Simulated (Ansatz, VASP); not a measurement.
## MgO: VASP beside Ansatz

INCAR

```
ALGO = Normal ; EDIFF = 1E-6
ENCUT = 520 ; GGA = PE
ISIF = 2 ; ISMEAR = 0
LASPH = T ; LCHARG = F
LREAL = F ; LWAVE = F
NBANDS = 16 ; NELM = 80
PREC = Accurate ; SIGMA = 0.05
```

The input KPOINTS:

```
k-points
0
Gamma
  9 9 6
```

File POSCAR:

```
MgO
1.0
    3.6335023508      0.0000000000      0.0000000000
   -1.8167511754      3.1467053405      0.0000000000
    0.0000000000      0.0000000000      4.2363003908
Mg O
2 2
Direct
    0.6666666667      0.3333333333      0.7500000000
    0.3333333333      0.6666666667      0.2500000000
    0.6666666667      0.3333333333      0.2500000000
    0.3333333333      0.6666666667      0.7500000000
```

Input for Ansatz:

```yaml
crystal:
  lattice:
    - [3.6335023508, 0.0, 0.0]
    - [-1.8167511754, 3.1467053405, 0.0]
    - [0.0, 0.0, 4.2363003908]
  atoms:
    - { symbol: Mg, position: [0.6666666667, 0.3333333333, 0.75] }
    - { symbol: Mg, position: [0.3333333333, 0.6666666667, 0.25] }
    - { symbol: O, position: [0.6666666667, 0.3333333333, 0.25] }
    - { symbol: O, position: [0.3333333333, 0.6666666667, 0.75] }
basis:
  ecutwfc: 520.0
kpoints:
  mp_grid: { grid: [9, 9, 6] }
hamiltonian:
  xc: pbe
  pseudopotentials: { kind: paw, azcp: { folder: soft_1 } }
scf:
  occupations: { method: gaussian, width: 0.05 }
output:
  forces: true
  stress: true
  eigenvalues: true
```

Alike in both runs: task single point; functional PBE; k mesh 9 × 9 × 6; occupations gaussian, width 0.05 eV; no spin polarisation.

|  | VASP | Ansatz |
| --- | --- | --- |
| version | VASP 6.6.1 | Ansatz 0.2.0 |
| potentials or method | VASP PAW PBE potentials, release 64 (Mg, O), cutoff 520 eV | scalar-relativistic, plane waves, PAW |
| valence electrons in the cell | 16 | 32 |

|  | VASP | Ansatz | Ansatz less VASP |
| --- | --- | --- | --- |
| gap on the k mesh at the Fermi level (eV) | 3.01 | 3.03 | +0.020 |
| least direct gap on the mesh (eV) | 3.01 | 3.03 | +0.020 |
| pressure (GPa) | -7.0 | -6.4 | +0.57 |
| traceless stress, the component that is largest in VASP (GPa) | 2.03 | 2.12 | +0.083 |

VASP's potentials hold 16 valence electrons a cell and Ansatz's 32, so a difference there can come from the potentials and not from the codes.
